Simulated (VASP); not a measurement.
# Al (Fm-3m) in VASP: a series of runs, part 3 of 3

VASP 6.6.1.

**4. Single point, PBE**

This run uses another cell than the first one, of 15.94 Å³/atom, 1.091 times its volume.

INCAR reads:

```
SYSTEM = Al
ALGO = Normal ; EDIFF = 1E-7
ENCUT = 520 ; GGA = PE
ISIF = 2 ; ISMEAR = 1
LASPH = .TRUE. ; LCHARG = .FALSE.
LREAL = .FALSE. ; LWAVE = .FALSE.
NBANDS = 8 ; NELM = 100
PREC = Accurate ; SIGMA = 0.15
```

KPOINTS reads:

```
k-points
0
G
  12 12 12
  0 0 0
```

POSCAR reads:

```
Al
1.0
    0.0000000000      1.9974443481      1.9974443481
    1.9974443481      0.0000000000      1.9974443481
    1.9974443481      1.9974443481      0.0000000000
Al
1
Direct
    0.0000000000      0.0000000000      0.0000000000
```

Potentials or basis: VASP PAW PBE potentials, release 64 (Al).

Launch:

```
$ cat potpaw_PBE.64/Al/POTCAR > POTCAR
$ mpirun -np 1 vasp_std > vasp.out
```

OUTCAR:

```text
SYSTEM = Al
   EDIFF = 1E-7
   ENCUT = 520
   GGA = PE
   ISIF = 2
   ISMEAR = 1
   LASPH = .TRUE.
   LREAL = .FALSE.
   NELM = 100
   PREC = Accurate

 ion  position               nearest neighbor table
   1  0.000  0.000  0.000-

  LATTYP: Found a face centered cubic cell.
 ALAT       =     3.9948886962

  Lattice vectors:

 A1 = (   0.0000000000,   1.9974443481,   1.9974443481)
 A2 = (   1.9974443481,   0.0000000000,   1.9974443481)
 A3 = (   1.9974443481,   1.9974443481,   0.0000000000)

Analysis of symmetry for initial positions (statically):
=====================================================================
 Subroutine PRICEL returns:
 Original cell was already a primitive cell.

 Routine SETGRP: Setting up the symmetry group for a
 face centered cubic supercell.

 Subroutine GETGRP returns: Found 48 space group operations
 (whereof 48 operations were pure point group operations)
 out of a pool of 48 trial point group operations.

The static configuration has the point symmetry O_h .

Analysis of symmetry for dynamics (positions and initial velocities):
=====================================================================
 Subroutine PRICEL returns:
 Original cell was already a primitive cell.

 Routine SETGRP: Setting up the symmetry group for a
 face centered cubic supercell.

 Subroutine GETGRP returns: Found 48 space group operations
 (whereof 48 operations were pure point group operations)
 out of a pool of 48 trial point group operations.

The dynamic configuration has the point symmetry O_h .

 Subroutine INISYM returns: Found 48 space group operations
 (whereof 48 operations are pure point group operations),
 and found     1 'primitive' translations

----------------------------------------------------------------------------------------

                                     Primitive cell

  volume of cell :      15.9387

  direct lattice vectors                    reciprocal lattice vectors
     0.000000000  1.997444348  1.997444348    -0.250319865  0.250319865  0.250319865
     1.997444348  0.000000000  1.997444348     0.250319865 -0.250319865  0.250319865
     1.997444348  1.997444348  0.000000000     0.250319865  0.250319865 -0.250319865

  length of vectors
     2.824812887  2.824812887  2.824812887     0.433566725  0.433566725  0.433566725

  position of ions in fractional coordinates (direct lattice)
     0.000000000  0.000000000  0.000000000

  ion indices of the primitive-cell ions
   primitive index   ion index
                 1           1

----------------------------------------------------------------------------------------

 KPOINTS: k-points

Automatic generation of k-mesh.
 Grid dimensions read from file:
 generate k-points for:   12   12   12

 Generating k-lattice:

  Cartesian coordinates                     Fractional coordinates (reciprocal lattice)
    -0.020859989  0.020859989  0.020859989     0.083333333  0.000000000  0.000000000
     0.020859989 -0.020859989  0.020859989     0.000000000  0.083333333  0.000000000
     0.020859989  0.020859989 -0.020859989     0.000000000  0.000000000  0.083333333

  Length of vectors
     0.036130560  0.036130560  0.036130560

  Shift w.r.t. Gamma in fractional coordinates (k-lattice)
     0.000000000  0.000000000  0.000000000

 Subroutine IBZKPT returns following result:
 ===========================================

 Found     72 irreducible k-points:

 Following reciprocal coordinates:
            Coordinates               Weight
  0.000000  0.000000  0.000000      1.000000
  0.083333  0.000000  0.000000      8.000000
  0.166667  0.000000  0.000000      8.000000
  0.250000  0.000000  0.000000      8.000000
  0.333333  0.000000  0.000000      8.000000
  0.416667  0.000000  0.000000      8.000000
[... 16 lines left out ...]
  0.500000  0.166667  0.000000     24.000000
 -0.416667  0.166667  0.000000     24.000000
 [... further k-points ...]
   k-points           NKPTS =     72   k-points in BZ     NKDIM =     72   number of bands    NBANDS=      8
   number of dos      NEDOS =    301   number of ions     NIONS =      1
   total plane-waves  NPLWV =  13824
   dimension x,y,z NGX =    24 NGY =   24 NGZ =   24
   dimension x,y,z NGXF=    48 NGYF=   48 NGZF=   48
   ions per type =               1
   NGX,Y,Z   is equivalent  to a cutoff of  14.12, 14.12, 14.12 a.u.
   NGXF,Y,Z  is equivalent  to a cutoff of  28.25, 28.25, 28.25 a.u.
 SYSTEM =  Al
   PREC   = accura    normal or accurate (medium, high low for compatibility)
   ISTART =      0    job   : 0-new  1-cont  2-samecut
   ICHARG =      2    charge: 1-file 2-atom 10-const
   ISPIN  =      1    spin polarized calculation?
   LNONCOLLINEAR =      F non collinear calculations
   LSORBIT =      F    spin-orbit coupling
   LASPH  =      T    aspherical Exc in radial PAW
   ENCUT  =  520.0 eV  38.22 Ry    6.18 a.u.   5.25  5.25  5.25*2*pi/ulx,y,z
   NELM   =    100;   NELMIN=  2; NELMDL= -5     # of ELM steps
   EDIFF  = 0.1E-06   stopping-criterion for ELM
   LREAL  =      F    real-space projection
   EDIFFG = 0.1E-05   stopping-criterion for IOM
   NSW    =      0    number of steps for IOM
   IBRION =     -1    ionic relax: 0-MD 1-quasi-New 2-CG
   NFREE  =      0    steps in history (QN), initial steepest desc. (CG)
   ISIF   =      2    stress and relaxation
   ISYM   =      2    0-nonsym 1-usesym 2-fastsym
   POTIM  = 0.5000    time-step for ionic-motion
   TEBEG  =    0.0;   TEEND  =   0.0 temperature during run
   PSTRESS=    0.0 pullay stress
   NELECT =       3.0000    total number of electrons
   NUPDOWN=      -1.0000    fix difference up-down
   EMIN   =  10.00;   EMAX   =-10.00  energy-range for DOS
   EFERMI =   0.00;   METHOD = LEGACY
   ISMEAR =     1;   SIGMA  =   0.15  broadening in eV -4-tet -1-fermi 0-gaus
   EFERMI_NEDOS =   21; number of points for ismear=-14 and -15
   IALGO  =     38    algorithm
   IMIX   =      4    mixing-type and parameters
     AMIX     =   0.40;   BMIX     =  1.00
     AMIX_MAG =   1.60;   BMIX_MAG =  1.00
  volume/ion in A,a.u.               =      15.94       107.56
  Fermi-wavevector in a.u.,A,eV,Ry     =   0.938204  1.772948 11.976209  0.880227
  Thomas-Fermi vector in A             =   2.065392
   LORBIT       =      0    0 simple, 1 ext, 2 COOP (PROOUT), +10 PAW based schemes
   GGA     = PE    functional components
   LHFCALC =     F    Hartree Fock is set to
   AEXX    =    0.0000 exact exchange contribution
   IVDW    =     0    specifies the selected vdW correction
   LEPSILON=     F    determine dielectric tensor
   LRPA    =     F    only Hartree local field effects (RPA)
 non-spin polarized calculation
 Methfessel and Paxton  Order N= 1 SIGMA  =   0.15
  energy-cutoff  :      520.00
  volume of cell :       15.94
 maximum number of plane-waves:       444
 NGX is ok and might be reduce to    24
   NGX = 11   NGY = 11   NGZ = 11

 number of electron       3.0000000 magnetization

 Free energy of the ion-electron system (eV)
  ---------------------------------------------------
  ext. energy  EPLUGINS =         0.00000000
  ---------------------------------------------------
  free energy    TOTEN  =        -3.74766948 eV

  energy without entropy =       -3.74793851  energy(sigma->0) =       -3.74775916

 E-fermi :   8.2292     XC(G=0): -10.3217

 val. band max:        8.1424323249   @ k =  -0.3333   0.4167   0.0833
 cond. band min:       8.3026370767   @ k =  -0.4167   0.4167   0.0833
 fundamental gap:      0.1602047518
 Fermi energy:         8.2292041077

 k-point     1 :       0.0000    0.0000    0.0000
  band No.  band energies     occupation
      1      -3.0092      2.00000
      2      21.1798      0.00000
      3      21.1798      0.00000
      4      21.1798      0.00000
      5      22.9386      0.00000
      6      22.9386      0.00000
      7      22.9386      0.00000
      8      25.0858      0.00000

 k-point     2 :       0.0833    0.0000    0.0000
  band No.  band energies     occupation
      1      -2.8161      2.00000
      2      18.5670      0.00000
      3      20.6542      0.00000
      4      20.6542      0.00000
      5      23.5214      0.00000
      6      23.7647      0.00000
      7      23.7647      0.00000
      8      26.9817      0.00000
[... 221 lines left out ...]
 k-point    23 :       0.5000    0.1667    0.0000
  band No.  band energies     occupation
      1       3.0337      2.00000
      2       5.9882      2.00000
      3      14.7260      0.00000
      4      16.7573      0.00000
      5      18.5737      0.00000
      6      24.7019      0.00000
      7      27.1409      0.00000
      8      29.0632      0.00000

 k-point    24 :      -0.4167    0.1667    0.0000
  band No.  band energies     occupation
      1       3.7036      2.00000
      2       5.2036      2.00000
      3      13.9844      0.00000
      4      17.3659      0.00000
      5      19.2528      0.00000
      6      23.9984      0.00000
      7      26.8103      0.00000
      8      29.7708      0.00000

 [... further k-points ...]
[... 5 lines left out ...]
  --------------------------------------------------------------------------------------
  -------------------------------------------------------------------------------------
  Total        0.3120428      0.3120428      0.3120428      0.0000000      0.0000000      0.0000000
  in kB       31.3668384     31.3668384     31.3668384      0.0000000      0.0000000      0.0000000
  external PRESSURE =      31.3668384 kB  Pullay stress =       0.0000000 kB

 VOLUME and BASIS-vectors are now :
 -----------------------------------------------------------------------------
  energy-cutoff  :      520.00
  volume of cell :       15.94
      direct lattice vectors                 reciprocal lattice vectors
     0.000000000  1.997444348  1.997444348    -0.250319865  0.250319865  0.250319865
     1.997444348  0.000000000  1.997444348     0.250319865 -0.250319865  0.250319865
     1.997444348  1.997444348  0.000000000     0.250319865  0.250319865 -0.250319865

 POSITION                                       TOTAL-FORCE (eV/Angst)
 -----------------------------------------------------------------------------------
      0.00000      0.00000      0.00000        -0.000000      0.000000      0.000000
 -----------------------------------------------------------------------------------
    total drift:                               -0.000000     -0.000000     -0.000000

  FREE ENERGIE OF THE ION-ELECTRON SYSTEM (eV)
  ---------------------------------------------------
  free  energy   TOTEN  =        -3.7476694807 eV

  energy  without entropy=       -3.7479385102  energy(sigma->0) =       -3.74775916
```

OSZICAR:

```text
N       E                     dE             d eps       ncg     rms          rms(c)
DAV:   1    -0.206884458542E+01   -0.20688E+01   -0.81838E+02  1160   0.201E+02
DAV:   2    -0.376168445870E+01   -0.16928E+01   -0.16308E+01  1608   0.197E+01
DAV:   3    -0.377026828467E+01   -0.85838E-02   -0.85823E-02  1440   0.158E+00
DAV:   4    -0.377029348665E+01   -0.25202E-04   -0.25203E-04  1832   0.803E-02
DAV:   5    -0.377029350487E+01   -0.18220E-07   -0.17318E-07  1456   0.126E-03    0.136E+00
DAV:   6    -0.375723206804E+01    0.13061E-01   -0.14136E-03  1592   0.181E-01    0.791E-01
DAV:   7    -0.374767492896E+01    0.95571E-02   -0.43014E-03  1528   0.295E-01    0.153E-01
DAV:   8    -0.374767140324E+01    0.35257E-05   -0.11947E-05  1632   0.246E-02    0.134E-02
DAV:   9    -0.374766979163E+01    0.16116E-05   -0.74450E-07  1664   0.396E-03    0.608E-04
DAV:  10    -0.374766952173E+01    0.26990E-06   -0.30757E-09  1520   0.401E-04    0.407E-04
DAV:  11    -0.374766948075E+01    0.40979E-07   -0.96397E-11   960   0.600E-05
   1 F= -.37476695E+01 E0= -.37477592E+01  d E =0.269029E-03
```

Wall time 9.8 s (1 thread of Intel Xeon 8259CL, shared host); peak memory 0.13 GiB.

What came out:

```yaml
Free_energy: -3.7477 eV
Pressure: 3.1 GPa
```

Levels at points of the mesh, in eV from the Fermi level:
| k point | band 1 | band 2 | band 3 | band 4 | band 5 | band 6 |
| --- | --- | --- | --- | --- | --- | --- |
| (0.00, 0.00, 0.00) | -11.24 | 12.95 | 12.95 | 12.95 | 14.71 | 14.71 |
| (0.50, 0.00, 0.00) | -4.59 | -4.29 | 11.76 | 11.76 | 11.92 | 11.92 |
| (0.50, 0.50, 0.00) | -2.87 | -1.47 | 5.40 | 5.90 | 5.90 | 9.54 |

**5. Overview**

```tsv
cell	gap on the mesh (eV)	pressure (GPa)
a = 2.744 Å, angles 60.0°, 1 atom	none	12.5
a = 2.785 Å, angles 60.0°, 1 atom	none	7.3
a = 2.825 Å, angles 60.0°, 1 atom	none	3.1
```

Alike in all rows: task single point; level PBE; potentials or basis VASP PAW PBE potentials, release 64 (Al); no spin polarisation; k mesh 12 × 12 × 12; cutoff (eV) 520; smearing methfessel-paxton 0.15 eV.

Absolute energies hang on the potentials; compare differences alone.
